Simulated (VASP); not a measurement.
# Na (P6_3/mmc) in VASP: notebook, part 2 of 3

VASP 6.6.1.

## Step 3: Relaxation of cell and atoms, LDA, target pressure 15 GPa, at which the enthalpy is minimised

The input, INCAR:

```
  PREC = Accurate
  ENCUT = 600
  EDIFF = 1E-7
  ISMEAR = -1
  SIGMA = 0.1
  LREAL = False
  LASPH = True
  NELM = 60
  ALGO = Normal
  ISIF = 3
  LWAVE = False
  LCHARG = False
  IBRION = 2
  NSW = 100
  EDIFFG = -0.002
  PSTRESS = 150.0
```

The input, KPOINTS:

```
regular mesh
0
Gamma
  14 14 8
```

The input, POSCAR:

```
Na
1.0
    3.6185680295      0.0000000000      0.0000000000
   -1.8092840147      3.1337718388      0.0000000000
    0.0000000000      0.0000000000      5.9092932138
Na
2
Direct
    0.3333333333      0.6666666667      0.2500000000
    0.6666666667      0.3333333333      0.7500000000
```

Potentials or basis: VASP PAW LDA potentials, release 64 (Na_pv).

The run is started by

```sh
cat potpaw_LDA.64/Na_pv/POTCAR > POTCAR
mpirun -np 1 vasp_std > vasp.out
```

OUTCAR:

```text
PREC = Accurate
   ENCUT = 600
   EDIFF = 1E-7
   ISMEAR = -1
   LREAL = False
   LASPH = True
   NELM = 60
   ISIF = 3
   IBRION = 2
   NSW = 100
   EDIFFG = -0.002
   PSTRESS = 150.0

 ion  position               nearest neighbor table
   1  0.333  0.667  0.250-
   2  0.667  0.333  0.750-

  LATTYP: Found a hexagonal cell.
 ALAT       =     3.6185680295
 C/A-ratio  =     1.6330474281

  Lattice vectors:

 A1 = (   3.6185680295,   0.0000000000,   0.0000000000)
 A2 = (  -1.8092840147,   3.1337718388,   0.0000000000)
 A3 = (   0.0000000000,   0.0000000000,   5.9092932138)

Analysis of symmetry for initial positions (statically):
=====================================================================
 Subroutine PRICEL returns:
 Original cell was already a primitive cell.

 Routine SETGRP: Setting up the symmetry group for a
 hexagonal supercell.

 Subroutine GETGRP returns: Found 24 space group operations
 (whereof 12 operations were pure point group operations)
 out of a pool of 24 trial point group operations.

The static configuration has the point symmetry D_3d.
 The point group associated with its full space group is D_6h.

Analysis of symmetry for dynamics (positions and initial velocities):
=====================================================================
 Subroutine PRICEL returns:
 Original cell was already a primitive cell.

 Routine SETGRP: Setting up the symmetry group for a
 hexagonal supercell.

 Subroutine GETGRP returns: Found 24 space group operations
 (whereof 12 operations were pure point group operations)
 out of a pool of 24 trial point group operations.

The dynamic configuration has the point symmetry D_3d.
 The point group associated with its full space group is D_6h.

 Subroutine INISYM returns: Found 24 space group operations
 (whereof 12 operations are pure point group operations),
 and found     1 'primitive' translations

----------------------------------------------------------------------------------------

                                     Primitive cell

  volume of cell :      67.0100

  direct lattice vectors                    reciprocal lattice vectors
     3.618568030  0.000000000  0.000000000     0.276352411  0.159552139  0.000000000
    -1.809284015  3.133771839  0.000000000     0.000000000  0.319104278  0.000000000
     0.000000000  0.000000000  5.909293214     0.000000000  0.000000000  0.169224976

  length of vectors
     3.618568030  3.618568029  5.909293214     0.319104278  0.319104278  0.169224976

  position of ions in fractional coordinates (direct lattice)
     0.333333333  0.666666667  0.250000000
     0.666666667  0.333333333  0.750000000

  ion indices of the primitive-cell ions
   primitive index   ion index
                 1           1
                 2           2

----------------------------------------------------------------------------------------

 KPOINTS: regular mesh
[... 56 lines left out ...]
   NGX,Y,Z   is equivalent  to a cutoff of  13.78, 13.78, 13.50 a.u.
   NGXF,Y,Z  is equivalent  to a cutoff of  27.57, 27.57, 27.01 a.u.
 SYSTEM =  unknown system
   PREC   = accura    normal or accurate (medium, high low for compatibility)
   ISTART =      0    job   : 0-new  1-cont  2-samecut
   ICHARG =      2    charge: 1-file 2-atom 10-const
   ISPIN  =      1    spin polarized calculation?
   LNONCOLLINEAR =      F non collinear calculations
   LSORBIT =      F    spin-orbit coupling
   LASPH  =      T    aspherical Exc in radial PAW
   ENCUT  =  600.0 eV  44.10 Ry    6.64 a.u.   7.23  7.23 11.80*2*pi/ulx,y,z
   NELM   =     60;   NELMIN=  2; NELMDL= -5     # of ELM steps
   EDIFF  = 0.1E-06   stopping-criterion for ELM
   LREAL  =      F    real-space projection
   EDIFFG = -.2E-02   stopping-criterion for IOM
   NSW    =    100    number of steps for IOM
   IBRION =      2    ionic relax: 0-MD 1-quasi-New 2-CG
   NFREE  =      1    steps in history (QN), initial steepest desc. (CG)
   ISIF   =      3    stress and relaxation
   ISYM   =      2    0-nonsym 1-usesym 2-fastsym
   POTIM  = 0.5000    time-step for ionic-motion
   TEBEG  =    0.0;   TEEND  =   0.0 temperature during run
   PSTRESS=  150.0 pullay stress
   NELECT =      14.0000    total number of electrons
   NUPDOWN=      -1.0000    fix difference up-down
   EMIN   =  10.00;   EMAX   =-10.00  energy-range for DOS
   EFERMI =   0.00;   METHOD = LEGACY
   ISMEAR =    -1;   SIGMA  =   0.10  broadening in eV -4-tet -1-fermi 0-gaus
   EFERMI_NEDOS =   21; number of points for ismear=-14 and -15
   IALGO  =     38    algorithm
   IMIX   =      4    mixing-type and parameters
     AMIX     =   0.40;   BMIX     =  1.00
     AMIX_MAG =   1.60;   BMIX_MAG =  1.00
  volume/ion in A,a.u.               =      33.51       226.10
  Fermi-wavevector in a.u.,A,eV,Ry     =   0.971414  1.835706 12.839068  0.943645
  Thomas-Fermi vector in A             =   2.101629
   LORBIT       =      0    0 simple, 1 ext, 2 COOP (PROOUT), +10 PAW based schemes
   GGA     = CA    functional components
   LHFCALC =     F    Hartree Fock is set to
   AEXX    =    0.0000 exact exchange contribution
   IVDW    =     0    specifies the selected vdW correction
   LEPSILON=     F    determine dielectric tensor
   LRPA    =     F    only Hartree local field effects (RPA)
 conjugate gradient relaxation of ions
 non-spin polarized calculation
  energy-cutoff  :      600.00
  volume of cell :       67.01
 maximum number of plane-waves:      2254
 NGX is ok and might be reduce to    30
   NGX = 15   NGY = 15   NGZ = 23

--------------------------------------- Ionic step        1  -------------------------------------------

 number of electron      13.9999992 magnetization

 Free energy of the ion-electron system (eV)
  ---------------------------------------------------
  ext. energy  EPLUGINS =         0.00000000
  ---------------------------------------------------
  free energy    TOTEN  =        -2.92565589 eV

  energy without entropy =       -2.89714403  energy(sigma->0) =       -2.91139996

------------------------ aborting loop because EDIFF is reached ----------------------------------------

  FORCE on cell =-STRESS in cart. coord.  units (eV):
  Direction    XX          YY          ZZ          XY          YZ          ZX
  --------------------------------------------------------------------------------------
  -------------------------------------------------------------------------------------
  Total       -0.0154116     -0.0154116     -0.0142918     -0.0000000      0.0000000      0.0000000
  in kB       -0.3684836     -0.3684836     -0.3417103     -0.0000000      0.0000000      0.0000000
  external PRESSURE =    -150.3595591 kB  Pullay stress =     150.0000000 kB
[... 97 lines left out ...]
  energy  without entropy=       -2.0931945508  energy(sigma->0) =       -2.10383312

  enthalpy is  TOTEN    =         1.4772600538 eV   P V=        3.5917317433

[... ionic steps 4 to 9 ...]

--------------------------------------- Ionic step       10  -------------------------------------------

 number of electron      13.9999999 magnetization

------------------------ aborting loop because EDIFF is reached ----------------------------------------
[... 71 lines left out ...]
--------------------------------------- Ionic step       12  -------------------------------------------

 number of electron      13.9999999 magnetization

 Free energy of the ion-electron system (eV)
  ---------------------------------------------------
  ext. energy  EPLUGINS =         0.00000000
  ---------------------------------------------------
  free energy    TOTEN  =        -2.07512546 eV

  energy without entropy =       -2.05397389  energy(sigma->0) =       -2.06454967

 E-fermi :   2.9591     XC(G=0):  -8.9470

 val. band max:        2.8801805490   @ k =   0.2143   0.0714   0.2500
 cond. band min:       2.9717968019   @ k =   0.2857   0.2143   0.3750
 fundamental gap:      0.0916162529
 Fermi energy:         2.9590876740

 k-point     1 :       0.0000    0.0000    0.0000
  band No.  band energies     occupation
      1     -22.1979      2.00000
      2     -21.9175      2.00000
      3     -21.9175      2.00000
      4     -21.8811      2.00000
      5     -21.8806      2.00000
      6     -21.8806      2.00000
      7      -2.0731      2.00000
      8       3.6451      0.00209
      9       4.5809      0.00000
     10      17.1039      0.00000
     11      17.1039      0.00000
[... 309 lines left out ...]
 k-point    24 :       0.3571    0.2857    0.0000
  band No.  band energies     occupation
      1     -22.1187      2.00000
      2     -22.0686      2.00000
      3     -22.0620      2.00000
      4     -22.0074      2.00000
      5     -22.0059      2.00000
      6     -21.9812      2.00000
      7       4.3032      0.00000
      8       4.9069      0.00000
      9       6.0268      0.00000
     10       8.9953      0.00000
     11       9.7557      0.00000

 [... further k-points ...]
[... 5 lines left out ...]
  --------------------------------------------------------------------------------------
  -------------------------------------------------------------------------------------
  Total        3.5513909      3.5513909      3.5533041      0.0000000      0.0000000      0.0000000
  in kB      149.9930910    149.9930910    150.0738942      0.0000000      0.0000000      0.0000000
  external PRESSURE =       0.0200254 kB  Pullay stress =     150.0000000 kB
[... 21 lines left out ...]
  energy  without entropy=       -2.0539738921  energy(sigma->0) =       -2.06454967

  enthalpy is  TOTEN    =         1.4764290244 eV   P V=        3.5515544797

 reached required accuracy - stopping structural energy minimisation
```

OSZICAR:

```text
N       E                     dE             d eps       ncg     rms          rms(c)
DAV:   1     0.933324631322E+02    0.93332E+02   -0.85006E+03  2640   0.138E+03
[... 83 lines left out ...]
  11 F= 0.14764349E+01 E0= 0.14870160E+01  d E =-.409359E-05
       N       E                     dE             d eps       ncg     rms          rms(c)
DAV:   1    -0.207518188556E+01    0.12187E-02   -0.30343E-03  3060   0.798E-01    0.558E-02
DAV:   2    -0.207514719121E+01    0.34694E-04   -0.57201E-05  2991   0.124E-01    0.338E-02
DAV:   3    -0.207512553230E+01    0.21659E-04   -0.11628E-05  3110   0.722E-02    0.178E-03
DAV:   4    -0.207512545355E+01    0.78745E-07   -0.21229E-06  2883   0.248E-02    0.255E-04
DAV:   5    -0.207512545528E+01   -0.17246E-08   -0.27208E-08  1377   0.259E-03
  12 F= 0.14764290E+01 E0= 0.14870048E+01  d E =-.100022E-04
```

CONTCAR:

```text
Na
   1.00000000000000
     2.9909668600594985    0.0000000000303801    0.0000000000000000
    -1.4954834299621111    2.5902532825436912    0.0000000000000000
    -0.0000000000000000    0.0000000000000000    4.8964798374052974
  Na
     2
Direct
     0.3333333332999970    0.6666666667000030    0.2500000000000000
     0.6666666667000030    0.3333333332999970    0.7500000000000000

  0.00000000E+00  0.00000000E+00  0.00000000E+00
  0.00000000E+00  0.00000000E+00  0.00000000E+00
```

It took 3 min on 1 thread of Intel Xeon 6975P-C (Granite Rapids), shared host; peak memory 0.23 GiB.

What came out:

```
Free energy                                                : -2.0751 eV
Relaxed volume                                             : 18.97 Å³/atom
Relaxed cell                                               : a = 2.991 Å, b = 2.991 Å, c = 4.896 Å, α = 90.00°, β = 90.00°, γ = 120.00°
Space group after relaxing (to 0.1 Å)                      : P6_3/mmc (No. 194)
Energy change on relaxing (the run minimises the enthalpy) : +425.3 meV/atom
Ionic steps                                                : 12
Pressure after relaxing                                    : 15.0 GPa
Band gap on the k mesh                                     : zero (bands 7 and 8 overlap by 5.94 eV)
```

The path:
| step | energy change (eV) | largest force (eV/Å) | pressure (GPa) | volume (Å³) |
| --- | --- | --- | --- | --- |
| 1 | 0.0000 | 0.0000 | -0.04 | 67.01 |
| 2 | 0.6087 | 0.0000 | 11.25 | 40.91 |
| 3 | 0.8112 | 0.0000 | 14.37 | 38.36 |
| 4 | 0.8542 | 0.0000 | 15.06 | 37.90 |
| 5 | 0.8507 | 0.0000 | 15.00 | 37.93 |
| 6 | 0.8499 | 0.0000 | 14.99 | 37.94 |
| 7 | 0.8482 | 0.0000 | 14.96 | 37.96 |
| 8 | 0.8491 | 0.0000 | 14.99 | 37.95 |
| 9 | 0.8486 | 0.0000 | 14.97 | 37.96 |
| 10 | 0.8488 | 0.0000 | 14.99 | 37.95 |
| 11 | 0.8493 | 0.0000 | 14.99 | 37.95 |
| 12 | 0.8505 | 0.0000 | 15.00 | 37.93 |

Final structure:
```xyz
2
Lattice="2.9910 0.0000 0.0000 -1.4955 2.5903 0.0000 0.0000 0.0000 4.8965" Properties=species:S:1:pos:R:3 pbc="T T T"
Na    0.0000    1.7268    1.2241
Na    1.4955    0.8634    3.6724
```

Caveat: the cell is relaxed towards a set pressure, so the run minimises the enthalpy, not the energy; the volume moved by over 15 % at a fixed basis, so the end points are rough.

(Continued in part 3 of 3.)

The gap in the log of VASP goes by the Fermi energy; the results here count the filled bands.